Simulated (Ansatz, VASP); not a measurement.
## One calculation of K, two programs

INCAR

```
SYSTEM = K
PREC = Accurate
ENCUT = 520
EDIFF = 1E-6
ISMEAR = -1
SIGMA = 0.1
LREAL = .FALSE.
LASPH = .TRUE.
NELM = 100
ALGO = Normal
ISIF = 2
LWAVE = .FALSE.
LCHARG = .FALSE.
GGA = PE
NBANDS = 16
```

KPOINTS

```
Automatic mesh
0
G
  9 9 9
  0 0 0
```

File POSCAR:

```
K
1.0
    0.0000000000      4.8178062060      4.8178062060
    4.8178062060      0.0000000000      4.8178062060
    4.8178062060      4.8178062060      0.0000000000
K
2
Direct
    0.1250000000      0.1250000000      0.1250000000
    0.8750000000      0.8750000000      0.8750000000
```

Input for Ansatz:

```yaml
crystal:
  lattice:
    - [0.0, 4.817806206, 4.817806206]
    - [4.817806206, 0.0, 4.817806206]
    - [4.817806206, 4.817806206, 0.0]
  atoms:
    - { symbol: K, position: [0.125, 0.125, 0.125] }
    - { symbol: K, position: [0.875, 0.875, 0.875] }
hamiltonian:
  xc: pbe
  pseudopotentials:
    kind: paw
    azcp:
      K: "pseudopotentials/K.paw.azcp"
basis:
  ecutwfc: 420
  fft_grid_basis: typed
kpoints:
  mp_grid: { grid: [9, 9, 9], shift: [0, 0, 0] }
magnetization:
  spin_polarized: false
scf:
  occupations: { method: fermi_dirac, width: 0.1 }
output:
  stress: true
```

Alike in both runs: task single point; functional PBE; k mesh 9 × 9 × 9; occupations fermi-dirac, width 0.1 eV; no spin polarisation.

|  | VASP | Ansatz |
| --- | --- | --- |
| version | VASP 6.6.1 | Ansatz 0.2.0 |
| potentials or method | VASP PAW PBE potentials, release 64 (K_sv), cutoff 520 eV | plane waves (420 eV) with PAW, scalar-relativistic |
| valence electrons in the cell | 18 | 18 |

|  | VASP | Ansatz | Ansatz less VASP |
| --- | --- | --- | --- |
| pressure (GPa) | 0.0 | 0.0 | +0.01 |

With one functional, cell and mesh, what is left measures potentials, basis and numerics.
